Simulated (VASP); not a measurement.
# Cu (Fmmm) in VASP: single point with r2SCAN

Aim: the single point of Cu with r2SCAN.

Everything below comes from runs of VASP 6.6.1. Logs are shortened: lines on timing, memory, paths and dates and some standing lists are left out, and cuts for length are marked.

## (1) The cell of the first run

Symmetry: Fmmm, No. 69, orthorhombic system. The conventional cell has a = 3.547 Å, b = 3.615 Å, c = 3.683 Å, α = 90.00°, β = 90.00°, γ = 90.00°. Cu (site symmetry mmm) has 12 Cu at 2.53 to 2.58 Å within 3.3 Å.

## (2) Single point, r2SCAN (strain +0.0187 x Voigt [1, -1, 0, 0, 0, 0])

POSCAR

```
Cu
1.0
    0.0000000000      1.7736997500      1.8075000000
    1.8413002500      0.0000000000      1.8075000000
    1.8413002500      1.7736997500      0.0000000000
Cu
1
Direct
    0.0000000000      0.0000000000      0.0000000000
```

INCAR.step1

```
  PREC = Accurate
  ENCUT = 520
  ISMEAR = 0
  SIGMA = 0.15
  LREAL = False
  LASPH = True
  NELM = 100
  NBANDS = 12
  GGA = PE
  ALGO = Normal
  EDIFF = 1E-4
  LWAVE = True
  LCHARG = False
```

INCAR.step2

```
  PREC = Accurate
  ENCUT = 520
  EDIFF = 1E-6
  ISMEAR = 0
  SIGMA = 0.15
  LREAL = False
  LASPH = True
  NELM = 100
  ALGO = Normal
  ISIF = 2
  LWAVE = False
  LCHARG = False
  METAGGA = R2SCAN
  LMIXTAU = True
  NBANDS = 12
  ISTART = 1
```

KPOINTS

```
regular mesh
0
Gamma
  22 22 22
```

Potentials or basis: VASP PAW PBE potentials, release 64 (Cu).

Run with:

```sh
$ cat potpaw_PBE.64/Cu/POTCAR > POTCAR
$ cp INCAR.step1 INCAR
$ mpirun -np 1 vasp_std > vasp.out
$ cp INCAR.step2 INCAR
$ mpirun -np 1 vasp_std > vasp.out
```

OUTCAR:

```text
PREC = Accurate
   ENCUT = 520
   EDIFF = 1E-6
   ISMEAR = 0
   LREAL = False
   LASPH = True
   NELM = 100
   ISIF = 2
   METAGGA = R2SCAN
   ISTART = 1

 ion  position               nearest neighbor table
   1  0.000  0.000  0.000-

  LATTYP: Found a face centered orthorhombic cell.
 ALAT       =     3.5473995000
 B/A-ratio  =     1.0190563538
 C/A-ratio  =     1.0381127076

  Lattice vectors:

 A1 = (  -1.8413002500,   0.0000000000,  -1.8075000000)
 A2 = (  -1.8413002500,   1.7736997500,   0.0000000000)
 A3 = (   0.0000000000,   1.7736997500,  -1.8075000000)

Analysis of symmetry for initial positions (statically):
=====================================================================
 Subroutine PRICEL returns:
 Original cell was already a primitive cell.

 Routine SETGRP: Setting up the symmetry group for a
 face centered orthorhombic supercell.

 Subroutine GETGRP returns: Found  8 space group operations
 (whereof  8 operations were pure point group operations)
 out of a pool of  8 trial point group operations.

The static configuration has the point symmetry D_2h.

Analysis of symmetry for dynamics (positions and initial velocities):
=====================================================================
 Subroutine PRICEL returns:
 Original cell was already a primitive cell.

 Routine SETGRP: Setting up the symmetry group for a
 face centered orthorhombic supercell.

 Subroutine GETGRP returns: Found  8 space group operations
 (whereof  8 operations were pure point group operations)
 out of a pool of  8 trial point group operations.

The dynamic configuration has the point symmetry D_2h.

 Subroutine INISYM returns: Found  8 space group operations
 (whereof  8 operations are pure point group operations),
 and found     1 'primitive' translations

----------------------------------------------------------------------------------------

                                     Primitive cell

  volume of cell :      11.8063

  direct lattice vectors                    reciprocal lattice vectors
     0.000000000  1.773699750  1.807500000    -0.271547240  0.281896640  0.276625173
     1.841300250  0.000000000  1.807500000     0.271547240 -0.281896640  0.276625173
     1.841300250  1.773699750  0.000000000     0.271547240  0.281896640 -0.276625173

  length of vectors
     2.532403414  2.580202097  2.556637912     0.479296469  0.479296469  0.479296469

  position of ions in fractional coordinates (direct lattice)
     0.000000000  0.000000000  0.000000000

  ion indices of the primitive-cell ions
   primitive index   ion index
                 1           1

----------------------------------------------------------------------------------------

 KPOINTS: regular mesh

Automatic generation of k-mesh.
 Grid dimensions read from file:
 generate k-points for:   22   22   22

 Generating k-lattice:

  Cartesian coordinates                     Fractional coordinates (reciprocal lattice)
    -0.012343056  0.012813484  0.012573871     0.045454545  0.000000000  0.000000000
     0.012343056 -0.012813484  0.012573871     0.000000000  0.045454545  0.000000000
     0.012343056  0.012813484 -0.012573871     0.000000000  0.000000000  0.045454545

  Length of vectors
     0.021786203  0.021786203  0.021786203

  Shift w.r.t. Gamma in fractional coordinates (k-lattice)
     0.000000000  0.000000000  0.000000000

 Subroutine IBZKPT returns following result:
 ===========================================

 Found   1530 irreducible k-points:

 Following reciprocal coordinates:
            Coordinates               Weight
  0.000000  0.000000  0.000000      1.000000
  0.045455  0.000000 -0.000000      8.000000
  0.090909  0.000000 -0.000000      8.000000
  0.136364  0.000000  0.000000      8.000000
  0.181818  0.000000  0.000000      8.000000
  0.227273  0.000000  0.000000      8.000000
[... 16 lines left out ...]
  0.500000  0.045455  0.000000      8.000000
 -0.454545  0.045455  0.000000      8.000000
 [... further k-points ...]
   k-points           NKPTS =   1530   k-points in BZ     NKDIM =   1530   number of bands    NBANDS=     12
   number of dos      NEDOS =    301   number of ions     NIONS =      1
   total plane-waves  NPLWV =   8000
   dimension x,y,z NGX =    20 NGY =   20 NGZ =   20
   dimension x,y,z NGXF=    40 NGYF=   40 NGZF=   40
   ions per type =               1
   NGX,Y,Z   is equivalent  to a cutoff of  13.13, 12.89, 13.01 a.u.
   NGXF,Y,Z  is equivalent  to a cutoff of  26.26, 25.77, 26.01 a.u.
 SYSTEM =  unknown system
   PREC   = accura    normal or accurate (medium, high low for compatibility)
   ISTART =      1    job   : 0-new  1-cont  2-samecut
   ICHARG =      0    charge: 1-file 2-atom 10-const
   ISPIN  =      1    spin polarized calculation?
   LNONCOLLINEAR =      F non collinear calculations
   LSORBIT =      F    spin-orbit coupling
   LASPH  =      T    aspherical Exc in radial PAW
   ENCUT  =  520.0 eV  38.22 Ry    6.18 a.u.   4.71  4.80  4.75*2*pi/ulx,y,z
   NELM   =    100;   NELMIN=  2; NELMDL=  0     # of ELM steps
   EDIFF  = 0.1E-05   stopping-criterion for ELM
   LREAL  =      F    real-space projection
   EDIFFG = 0.1E-04   stopping-criterion for IOM
   NSW    =      0    number of steps for IOM
   IBRION =     -1    ionic relax: 0-MD 1-quasi-New 2-CG
   NFREE  =      0    steps in history (QN), initial steepest desc. (CG)
   ISIF   =      2    stress and relaxation
   ISYM   =      2    0-nonsym 1-usesym 2-fastsym
   POTIM  = 0.5000    time-step for ionic-motion
   TEBEG  =    0.0;   TEEND  =   0.0 temperature during run
   PSTRESS=    0.0 pullay stress
   NELECT =      11.0000    total number of electrons
   NUPDOWN=      -1.0000    fix difference up-down
   EMIN   =  10.00;   EMAX   =-10.00  energy-range for DOS
   EFERMI =   0.00;   METHOD = LEGACY
   ISMEAR =     0;   SIGMA  =   0.15  broadening in eV -4-tet -1-fermi 0-gaus
   EFERMI_NEDOS =   21; number of points for ismear=-14 and -15
   IALGO  =     38    algorithm
   IMIX   =      4    mixing-type and parameters
     AMIX     =   0.40;   BMIX     =  1.00
     AMIX_MAG =   1.60;   BMIX_MAG =  1.00
  volume/ion in A,a.u.               =      11.81        79.67
  Fermi-wavevector in a.u.,A,eV,Ry     =   1.598949  3.021576 34.785188  2.556639
  Thomas-Fermi vector in A             =   2.696319
   LORBIT       =      0    0 simple, 1 ext, 2 COOP (PROOUT), +10 PAW based schemes
   METAGGA = R2SCAN    functional components
   LHFCALC =     F    Hartree Fock is set to
   AEXX    =    0.0000 exact exchange contribution
   IVDW    =     0    specifies the selected vdW correction
   LEPSILON=     F    determine dielectric tensor
   LRPA    =     F    only Hartree local field effects (RPA)
 non-spin polarized calculation
 Gauss-broadening in eV      SIGMA  =   0.15
  energy-cutoff  :      520.00
  volume of cell :       11.81
 maximum number of plane-waves:       338
   NGX =  9   NGY =  9   NGZ =  9

 number of electron      11.0000007 magnetization

 Free energy of the ion-electron system (eV)
  ---------------------------------------------------
  ext. energy  EPLUGINS =         0.00000000
  ---------------------------------------------------
  free energy    TOTEN  =       -10.82379573 eV

  energy without entropy =      -10.82121258  energy(sigma->0) =      -10.82250415

 E-fermi :   7.3983     XC(G=0): -13.7464

 val. band max:        7.3960011241   @ k =  -0.3182   0.1818   0.1364
 cond. band min:       7.4037547236   @ k =  -0.2273   0.2727   0.1818
 fundamental gap:      0.0077535995
 Fermi energy:         7.3982598544

 k-point     1 :       0.0000    0.0000    0.0000
  band No.  band energies     occupation
      1      -2.2681      2.00000
      2       4.1757      2.00000
      3       4.2706      2.00000
      4       4.3578      2.00000
      5       5.0007      2.00000
      6       5.1561      2.00000
      7      30.8088      0.00000
      8      33.7463      0.00000
      9      33.8272      0.00000
     10      33.9233      0.00000
     11      36.1740      0.00000
     12      36.2244      0.00000

 k-point     2 :       0.0455    0.0000   -0.0000
  band No.  band energies     occupation
      1      -2.1897      2.00000
      2       4.1796      2.00000
      3       4.2746      2.00000
      4       4.3624      2.00000
      5       4.9961      2.00000
      6       5.1489      2.00000
      7      30.4176      0.00000
      8      32.6227      0.00000
      9      33.4814      0.00000
     10      33.6051      0.00000
     11      36.5907      0.00000
     12      36.6527      0.00000

 k-point     3 :       0.0909    0.0000   -0.0000
  band No.  band energies     occupation
      1      -1.9563      2.00000
      2       4.1696      2.00000
      3       4.2915      2.00000
      4       4.3882      2.00000
      5       4.9866      2.00000
      6       5.1306      2.00000
      7      28.7453      0.00000
      8      31.7722      0.00000
      9      32.8845      0.00000
     10      33.0602      0.00000
     11      37.4730      0.00000
     12      37.5213      0.00000
[... 286 lines left out ...]
 k-point    23 :       0.5000    0.0455    0.0000
  band No.  band energies     occupation
      1       2.2053      2.00000
      2       4.1384      2.00000
      3       4.3000      2.00000
      4       5.3665      2.00000
      5       5.6712      2.00000
      6       6.6783      2.00000
      7      11.4691      0.00000
      8      28.5128      0.00000
      9      29.3635      0.00000
     10      30.6429      0.00000
     11      33.8362      0.00000
     12      34.8313      0.00000

 k-point    24 :      -0.4545    0.0455    0.0000
  band No.  band energies     occupation
      1       2.1912      2.00000
      2       4.1414      2.00000
      3       4.3046      2.00000
      4       5.3532      2.00000
      5       5.6417      2.00000
      6       6.5678      2.00000
      7      11.6700      0.00000
      8      28.4133      0.00000
      9      29.3465      0.00000
     10      30.9552      0.00000
     11      33.6514      0.00000
     12      34.9263      0.00000

 [... further k-points ...]

------------------------ aborting loop because EDIFF is reached ----------------------------------------

  FORCE on cell =-STRESS in cart. coord.  units (eV):
  Direction    XX          YY          ZZ          XY          YZ          ZX
  --------------------------------------------------------------------------------------
  -------------------------------------------------------------------------------------
  Total       -0.3887602     -0.2286140     -0.2955297      0.0000000      0.0000000      0.0000000
  in kB      -52.7569060    -31.0241866    -40.1050128      0.0000000      0.0000000      0.0000000
  external PRESSURE =     -41.2953685 kB  Pullay stress =       0.0000000 kB

 VOLUME and BASIS-vectors are now :
 -----------------------------------------------------------------------------
  energy-cutoff  :      520.00
  volume of cell :       11.81
      direct lattice vectors                 reciprocal lattice vectors
     0.000000000  1.773699750  1.807500000    -0.271547240  0.281896640  0.276625173
     1.841300250  0.000000000  1.807500000     0.271547240 -0.281896640  0.276625173
     1.841300250  1.773699750  0.000000000     0.271547240  0.281896640 -0.276625173

 POSITION                                       TOTAL-FORCE (eV/Angst)
 -----------------------------------------------------------------------------------
      0.00000      0.00000      0.00000         0.000000      0.000000      0.000000
 -----------------------------------------------------------------------------------
    total drift:                                0.000000     -0.000000      0.000000

  FREE ENERGIE OF THE ION-ELECTRON SYSTEM (eV)
  ---------------------------------------------------
  free  energy   TOTEN  =       -10.8237957311 eV

  energy  without entropy=      -10.8212125787  energy(sigma->0) =      -10.82250415
```

It took 10 min on 1 thread of Intel Xeon Platinum 8375C at 2.90GHz (Ice Lake), shared host; peak memory 0.31 GiB.

What came out:

| Item | Value |
| --- | --- |
| Free energy | -10.8238 eV |
| Pressure | -4.1 GPa |
| Band gap on the k mesh | zero (an odd number of electrons rules out a gap without spin polarisation) |

Levels at points of the mesh, in eV from the Fermi level:
```
           k point  band 1  band 2  band 3  band 4  band 5  band 6  band 7  band 8  band 9  band 10
(0.00, 0.00, 0.00)   -9.67   -3.22   -3.13   -3.04   -2.40   -2.24   23.41   26.35   26.43    26.53
(0.50, 0.00, 0.00)   -5.23   -3.26   -3.10   -1.76   -1.70   -1.04    3.98   21.58   22.80    23.85
(0.50, 0.50, 0.00)   -5.06   -4.57   -1.77   -1.64   -1.52    1.59    7.44   13.76   13.82    18.14
(0.50, 0.00, 0.50)   -5.03   -4.59   -1.76   -1.60   -1.54    2.03    7.95   13.30   13.33    17.74
(0.00, 0.50, 0.50)   -5.08   -4.57   -1.76   -1.61   -1.55    1.18    6.95   14.23   14.25    18.52
```

Caveat: the cell differs from its parent crystal (strain +0.0187 x Voigt [1, -1, 0, 0, 0, 0]); the cell stands under tension; the PAW data sets were made with another functional, which shifts forces and pressure a little.
